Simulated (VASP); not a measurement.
Write the native input for VASP 6.6.1 that does the following.

| Quantity | Value |
| --- | --- |
| Task | single point |
| Functional | PBE |
| Potentials or basis | VASP PAW PBE potentials, release 64 (B, O) |
| Cutoff | 520 eV |
| k mesh | 6 × 6 × 6 |
| Occupations | gaussian, width 0.1 eV |
| Spin | no spin polarisation |
| Dipole correction | no |
| Further INCAR settings | ALGO = Normal; EDIFF = 1e-06; NBANDS = 28 |

The structure of BO lies in POSCAR:

```
BO
1.0
    4.5312566072      0.0000000000      0.0000000000
    0.0000000000      4.5312566072      0.0000000000
    0.0000000000      0.0000000000      4.5312566072
B O
4 4
Direct
   -0.0400611237     -0.0400611237     -0.0400611237
    0.5400611237      1.0400611237      0.4599388763
    0.4599388763      0.5400611237      1.0400611237
    1.0400611237      0.4599388763      0.5400611237
    0.7953388684      0.7953388684      0.7953388684
    0.7046611316      0.2046611316      0.2953388684
    0.2953388684      0.7046611316      0.2046611316
    0.2046611316      0.2953388684      0.7046611316
```

One way to write it, as run:

INCAR

```
PREC     = Accurate       # precision mode
ENCUT    = 520            # plane-wave cutoff, eV
EDIFF    = 1E-6           # SCF threshold, eV
ISMEAR   = 0              # smearing method
SIGMA    = 0.1            # smearing width, eV
LREAL    = F              # projectors in reciprocal space
LASPH    = T              # aspherical terms in the spheres
NELM     = 80             # most SCF steps
ALGO     = Normal         # electronic algorithm
ISIF     = 2              # what is computed and relaxed
LWAVE    = F              # write WAVECAR
LCHARG   = T              # write CHGCAR
GGA      = PE             # functional
LELF     = T              # ELF
LVHAR    = T            
NBANDS   = 28             # bands
```

KPOINTS

```
Automatic mesh
0
Gamma
  6 6 6
```

Potentials or basis: VASP PAW PBE potentials, release 64 (B, O).

Command:

```sh
$ cat potpaw_PBE.64/B/POTCAR potpaw_PBE.64/O/POTCAR > POTCAR
$ mpirun -np 1 vasp_std > vasp.out
```

Results of the run:

```json
{
 "Pressure": "0.4 GPa",
 "Largest force": "0.108 eV/Å",
 "Band gap on the k mesh": "zero (bands 18 and 19 overlap by 0.80 eV)"
}
```

Run time: 66 s on 1 thread of Intel(R) Xeon(R) Platinum 8488C (Sapphire Rapids), on a shared host, peak memory 0.2 GiB.
